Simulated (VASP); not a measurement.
# GaN in VASP: a series of runs

The runs below take GaN through single point, with LDA.

Program: VASP 6.6.1. These are calculated values, not measurements. Logs are shortened: lines on timing, memory, paths and dates and some standing lists are left out, and cuts for length are marked.

## (1) The cell of the first run

Symmetry: Pmc2_1, No. 26, orthorhombic system. Conventional cell: a = 3.152 Å, b = 5.459 Å, c = 5.138 Å, α = 90.00°, β = 90.00°, γ = 90.00°. Ga (site symmetry m) has 4 N at 1.88 to 2.06 Å within 2.5 Å. Ga (site symmetry m) has 4 N at 1.87 to 2.03 Å within 2.5 Å. N (site symmetry m) has 4 Ga at 1.91 to 2.06 Å within 2.5 Å. N (site symmetry m) has 4 Ga at 1.87 to 2.03 Å within 2.5 Å.

## (2) Single point, LDA (mode 11 frozen in at -0.030 Å and mode 13 at +0.091 Å (largest displacements))

Input file INCAR:

```
PREC = Accurate
ENCUT = 520
EDIFF = 1E-6
ISMEAR = 0
SIGMA = 0.05
LREAL = F
LASPH = T
NELM = 80
ALGO = Normal
ISIF = 2
LWAVE = F
LCHARG = T
LELF = T
LVHAR = T
NBANDS = 46
```

Input file KPOINTS:

```
Automatic mesh
0
Gamma
  8 6 6
```

Input file POSCAR:

```
GaN
1.0
   -3.1515767111      0.0000000000      0.0000000000
    0.0000000000      0.0000000000     -5.1382481593
    0.0000000000     -5.4586909876      0.0000000000
Ga N
4 4
Direct
    0.5000000000      0.0063240995      0.1718824652
    0.0000000000      0.0021942286      0.6614446786
    0.0000000000      0.5021942286      0.3385553214
    0.5000000000      0.5063240995      0.8281175348
    0.5000000000      0.6056302112      0.1674026811
    0.0000000000      0.6075466735      0.6658925871
    0.0000000000      0.1075466735      0.3341074129
    0.5000000000      0.1056302112      0.8325973189
```

Potentials or basis: VASP PAW LDA potentials, release 64 (Ga_d, N).

Run with:

```
$ cat potpaw_LDA.64/Ga_d/POTCAR potpaw_LDA.64/N/POTCAR > POTCAR
$ mpirun -np 1 vasp_std > vasp.out
```

OUTCAR:

```text
PREC = Accurate
   ENCUT = 520
   EDIFF = 1E-6
   ISMEAR = 0
   LREAL = F
   LASPH = T
   NELM = 80
   ISIF = 2

 ion  position               nearest neighbor table
   1  0.500  0.006  0.172-   7 1.88   7 1.88   8 1.92   5 2.06
   2  0.000  0.002  0.661-   7 1.87   8 1.91   8 1.91   6 2.03
   3  0.000  0.502  0.339-   6 1.87   5 1.91   5 1.91   7 2.03
   4  0.500  0.506  0.828-   6 1.88   6 1.88   5 1.92   8 2.06
   5  0.500  0.606  0.167-   3 1.91   3 1.91   4 1.92   1 2.06
   6  0.000  0.608  0.666-   3 1.87   4 1.88   4 1.88   2 2.03
   7  0.000  0.108  0.334-   2 1.87   1 1.88   1 1.88   3 2.03
   8  0.500  0.106  0.833-   2 1.91   2 1.91   1 1.92   4 2.06

  LATTYP: Found a simple orthorhombic cell.
 ALAT       =     3.1515767111
 B/A-ratio  =     1.6303738193
 C/A-ratio  =     1.7320508076

  Lattice vectors:

 A1 = (  -3.1515767111,   0.0000000000,   0.0000000000)
 A2 = (   0.0000000000,   0.0000000000,  -5.1382481593)
 A3 = (   0.0000000000,  -5.4586909876,   0.0000000000)

Analysis of symmetry for initial positions (statically):
=====================================================================
 Subroutine PRICEL returns:
 Original cell was already a primitive cell.

 Routine SETGRP: Setting up the symmetry group for a
 simple orthorhombic supercell.

 Subroutine GETGRP returns: Found  4 space group operations
 (whereof  2 operations were pure point group operations)
 out of a pool of  8 trial point group operations.

The static configuration has the point symmetry C_1h.
 The point group associated with its full space group is C_2v.

Analysis of symmetry for dynamics (positions and initial velocities):
=====================================================================
 Subroutine PRICEL returns:
 Original cell was already a primitive cell.

 Routine SETGRP: Setting up the symmetry group for a
 simple orthorhombic supercell.

 Subroutine GETGRP returns: Found  4 space group operations
 (whereof  2 operations were pure point group operations)
 out of a pool of  8 trial point group operations.

The dynamic configuration has the point symmetry C_1h.
 The point group associated with its full space group is C_2v.

 Subroutine INISYM returns: Found  4 space group operations
 (whereof  2 operations are pure point group operations),
 and found     1 'primitive' translations

----------------------------------------------------------------------------------------

                                     Primitive cell

  volume of cell :      88.3958

  direct lattice vectors                    reciprocal lattice vectors
    -3.151576711  0.000000000  0.000000000    -0.317301494  0.000000000  0.000000000
     0.000000000  0.000000000 -5.138248159     0.000000000  0.000000000 -0.194618860
     0.000000000 -5.458690988  0.000000000     0.000000000 -0.183194103  0.000000000

  length of vectors
     3.151576711  5.138248159  5.458690988     0.317301494  0.194618860  0.183194103

  position of ions in fractional coordinates (direct lattice)
     0.500000000  0.006324099  0.171882465
     0.000000000  0.002194229  0.661444679
     0.000000000  0.502194229  0.338555321
     0.500000000  0.506324099  0.828117535
     0.500000000  0.605630211  0.167402681
     0.000000000  0.607546674  0.665892587
     0.000000000  0.107546674  0.334107413
     0.500000000  0.105630211  0.832597319

  ion indices of the primitive-cell ions
   primitive index   ion index
                 1           1
                 2           2
                 3           3
                 4           4
                 5           5
                 6           6
                 7           7
                 8           8

----------------------------------------------------------------------------------------

 KPOINTS: Automatic mesh

Automatic generation of k-mesh.
 Grid dimensions read from file:
 generate k-points for:    8    6    6

 Generating k-lattice:

  Cartesian coordinates                     Fractional coordinates (reciprocal lattice)
    -0.039662687  0.000000000  0.000000000     0.125000000  0.000000000  0.000000000
     0.000000000  0.000000000 -0.032436477     0.000000000  0.166666667  0.000000000
     0.000000000 -0.030532351  0.000000000     0.000000000  0.000000000  0.166666667

  Length of vectors
     0.039662687  0.032436477  0.030532351

  Shift w.r.t. Gamma in fractional coordinates (k-lattice)
     0.000000000  0.000000000  0.000000000

 Subroutine IBZKPT returns following result:
 ===========================================

 Found     80 irreducible k-points:

 Following reciprocal coordinates:
            Coordinates               Weight
  0.000000  0.000000  0.000000      1.000000
  0.125000  0.000000  0.000000      2.000000
  0.250000  0.000000  0.000000      2.000000
  0.375000  0.000000  0.000000      2.000000
  0.500000  0.000000  0.000000      1.000000
  0.000000  0.166667  0.000000      2.000000
[... 16 lines left out ...]
  0.250000  0.000000  0.166667      4.000000
  0.375000  0.000000  0.166667      4.000000
 [... further k-points ...]
   k-points           NKPTS =     80   k-points in BZ     NKDIM =     80   number of bands    NBANDS=     46
   number of dos      NEDOS =    301   number of ions     NIONS =      8
   total plane-waves  NPLWV =  40320
   dimension x,y,z NGX =    24 NGY =   40 NGZ =   42
   dimension x,y,z NGXF=    48 NGYF=   80 NGZF=   84
   ions per type =               4   4
   NGX,Y,Z   is equivalent  to a cutoff of  12.66, 12.94, 12.79 a.u.
   NGXF,Y,Z  is equivalent  to a cutoff of  25.32, 25.88, 25.58 a.u.
 SYSTEM =  unknown system
   PREC   = accura    normal or accurate (medium, high low for compatibility)
   ISTART =      0    job   : 0-new  1-cont  2-samecut
   ICHARG =      2    charge: 1-file 2-atom 10-const
   ISPIN  =      1    spin polarized calculation?
   LNONCOLLINEAR =      F non collinear calculations
   LSORBIT =      F    spin-orbit coupling
   LASPH  =      T    aspherical Exc in radial PAW
   ENCUT  =  520.0 eV  38.22 Ry    6.18 a.u.   5.86  9.55 10.15*2*pi/ulx,y,z
   NELM   =     80;   NELMIN=  2; NELMDL= -5     # of ELM steps
   EDIFF  = 0.1E-05   stopping-criterion for ELM
   LREAL  =      F    real-space projection
   EDIFFG = 0.1E-04   stopping-criterion for IOM
   NSW    =      0    number of steps for IOM
   IBRION =     -1    ionic relax: 0-MD 1-quasi-New 2-CG
   NFREE  =      0    steps in history (QN), initial steepest desc. (CG)
   ISIF   =      2    stress and relaxation
   ISYM   =      2    0-nonsym 1-usesym 2-fastsym
   POTIM  = 0.5000    time-step for ionic-motion
   TEBEG  =    0.0;   TEEND  =   0.0 temperature during run
   PSTRESS=    0.0 pullay stress
   NELECT =      72.0000    total number of electrons
   NUPDOWN=      -1.0000    fix difference up-down
   EMIN   =  10.00;   EMAX   =-10.00  energy-range for DOS
   EFERMI =   0.00;   METHOD = LEGACY
   ISMEAR =     0;   SIGMA  =   0.05  broadening in eV -4-tet -1-fermi 0-gaus
   EFERMI_NEDOS =   21; number of points for ismear=-14 and -15
   IALGO  =     38    algorithm
   IMIX   =      4    mixing-type and parameters
     AMIX     =   0.40;   BMIX     =  1.00
     AMIX_MAG =   1.60;   BMIX_MAG =  1.00
  volume/ion in A,a.u.               =      11.05        74.57
  Fermi-wavevector in a.u.,A,eV,Ry     =   1.528886  2.889176 31.803525  2.337493
  Thomas-Fermi vector in A             =   2.636583
   LORBIT       =      0    0 simple, 1 ext, 2 COOP (PROOUT), +10 PAW based schemes
   GGA     = CA    functional components
   LHFCALC =     F    Hartree Fock is set to
   AEXX    =    0.0000 exact exchange contribution
   IVDW    =     0    specifies the selected vdW correction
   LEPSILON=     F    determine dielectric tensor
   LRPA    =     F    only Hartree local field effects (RPA)
 non-spin polarized calculation
 Gauss-broadening in eV      SIGMA  =   0.05
  energy-cutoff  :      520.00
  volume of cell :       88.40
 maximum number of plane-waves:      2408
 NGX is ok and might be reduce to    24
   NGX = 11   NGY = 19   NGZ = 21

 number of electron      71.9999981 magnetization

 Free energy of the ion-electron system (eV)
  ---------------------------------------------------
  ext. energy  EPLUGINS =         0.00000000
  ---------------------------------------------------
  free energy    TOTEN  =       -55.51903190 eV

  energy without entropy =      -55.51903190  energy(sigma->0) =      -55.51903190

 E-fermi :   5.8493     XC(G=0): -12.2953

 val. band max:        5.5861341108   @ k =   0.0000   0.0000   0.0000
 cond. band min:       7.6166310785   @ k =   0.0000   0.0000   0.0000
 fundamental gap:      2.0304969678
 Fermi energy:         5.8492847388

 k-point     1 :       0.0000    0.0000    0.0000
  band No.  band energies     occupation
      1     -10.7808      2.00000
      2      -9.9711      2.00000
      3      -9.6096      2.00000
      4      -9.5541      2.00000
      5      -8.1792      2.00000
      6      -8.1767      2.00000
[... 38 lines left out ...]
     45      15.3329      0.00000
     46      15.4996      0.00000

 k-point     2 :       0.1250    0.0000    0.0000
  band No.  band energies     occupation
      1     -10.6578      2.00000
      2      -9.9304      2.00000
      3      -9.5759      2.00000
      4      -9.5483      2.00000
      5      -8.1700      2.00000
      6      -8.1559      2.00000
[... 38 lines left out ...]
     45      15.4034      0.00000
     46      15.4674      0.00000

 k-point     3 :       0.2500    0.0000    0.0000
  band No.  band energies     occupation
      1     -10.3509      2.00000
      2      -9.8421      2.00000
      3      -9.5408      2.00000
      4      -9.5055      2.00000
      5      -8.1332      2.00000
      6      -8.1251      2.00000
[... 1018 lines left out ...]
     45      14.7541      0.00000
     46      15.3393      0.00000

 k-point    24 :       0.3750    0.0000    0.1667
  band No.  band energies     occupation
      1     -10.0286      2.00000
      2      -9.7713      2.00000
      3      -9.5538      2.00000
      4      -9.4492      2.00000
      5      -8.1260      2.00000
      6      -8.0893      2.00000
[... 38 lines left out ...]
     45      14.8996      0.00000
     46      15.0925      0.00000

 [... further k-points ...]

------------------------ aborting loop because EDIFF is reached ----------------------------------------

  FORCE on cell =-STRESS in cart. coord.  units (eV):
  Direction    XX          YY          ZZ          XY          YZ          ZX
  --------------------------------------------------------------------------------------
  -------------------------------------------------------------------------------------
  Total        3.3905089      3.4338581     -2.4507985      0.0000000      0.0000000      0.0000000
  in kB       61.4531291     62.2388363    -44.4208348      0.0000000      0.0000000      0.0000000
  external PRESSURE =      26.4237102 kB  Pullay stress =       0.0000000 kB

 VOLUME and BASIS-vectors are now :
 -----------------------------------------------------------------------------
  energy-cutoff  :      520.00
  volume of cell :       88.40
      direct lattice vectors                 reciprocal lattice vectors
    -3.151576711  0.000000000  0.000000000    -0.317301494  0.000000000  0.000000000
     0.000000000  0.000000000 -5.138248159     0.000000000  0.000000000 -0.194618860
     0.000000000 -5.458690988  0.000000000     0.000000000 -0.183194103  0.000000000

 POSITION                                       TOTAL-FORCE (eV/Angst)
 -----------------------------------------------------------------------------------
     -1.57579     -0.93825     -0.03249         0.000000      0.831470      1.209617
      0.00000     -3.61062     -0.01127         0.000000     -0.875868      0.838215
      0.00000     -1.84807     -2.58040         0.000000      0.875868      0.838215
     -1.57579     -4.52044     -2.60162         0.000000     -0.831470      1.209617
     -1.57579     -0.91380     -3.11188         0.000000      0.037792     -0.957313
      0.00000     -3.63490     -3.12173         0.000000     -0.092210     -1.090519
      0.00000     -1.82379     -0.55260         0.000000      0.092210     -1.090519
     -1.57579     -4.54489     -0.54275         0.000000     -0.037792     -0.957313
 -----------------------------------------------------------------------------------
    total drift:                               -0.000000      0.000005     -0.000187

  FREE ENERGIE OF THE ION-ELECTRON SYSTEM (eV)
  ---------------------------------------------------
  free  energy   TOTEN  =       -55.5190319040 eV

  energy  without entropy=      -55.5190319040  energy(sigma->0) =      -55.51903190
```

Wall time 2 min (1 thread of Intel Xeon 6975P-C (Granite Rapids), shared host); peak memory 0.33 GiB.

What came out:

```yaml
Free_energy: -55.5190 eV
Pressure: 2.6 GPa
Largest_force: 1.468 eV/Å
Band_gap_on_the_k_mesh: 2.03 eV
```

Forces on the atoms (eV/Å):
```
Ga   0.000  0.831  1.210
Ga   0.000 -0.876  0.838
Ga   0.000  0.876  0.838
Ga   0.000 -0.831  1.210
N    0.000  0.038 -0.957
N    0.000 -0.092 -1.091
N    0.000  0.092 -1.091
N    0.000 -0.038 -0.957
```

Stress tensor (GPa, compression positive):
```
 6.15  0.00  0.00
 0.00  6.22  0.00
 0.00  0.00 -4.44
```

Levels at points of the mesh, in eV from the valence-band top:
| k point | band 34 | band 35 | band 36 | band 37 | band 38 | band 39 |
| --- | --- | --- | --- | --- | --- | --- |
| (0.00, 0.00, 0.00) | -0.25 | -0.24 | 0.00 | 2.03 | 4.06 | 4.79 |
| (0.50, 0.00, 0.00) | -2.63 | -1.96 | -1.73 | 5.72 | 6.05 | 6.58 |
| (0.00, 0.50, 0.00) | -0.75 | -0.73 | -0.73 | 4.22 | 4.22 | 4.37 |
| (0.50, 0.50, 0.00) | -1.79 | -1.54 | -1.54 | 5.60 | 5.60 | 5.80 |
| (0.00, 0.00, 0.50) | -0.79 | -0.67 | -0.58 | 4.19 | 4.36 | 5.71 |
| (0.50, 0.00, 0.50) | -2.07 | -1.54 | -1.42 | 4.63 | 4.94 | 5.47 |
| (0.00, 0.50, 0.50) | -1.82 | -1.43 | -1.43 | 5.10 | 5.10 | 5.32 |
| (0.50, 0.50, 0.50) | -2.00 | -1.76 | -1.76 | 4.18 | 4.18 | 4.46 |

Caveat: the cell differs from its parent crystal (mode 11 frozen in at -0.030 Å and mode 13 at +0.091 Å (largest displacements)); forces of over 1 eV/Å act on the atoms, so gaps and moduli don't describe the material at rest.

(Part 1 of 2 ends here.)
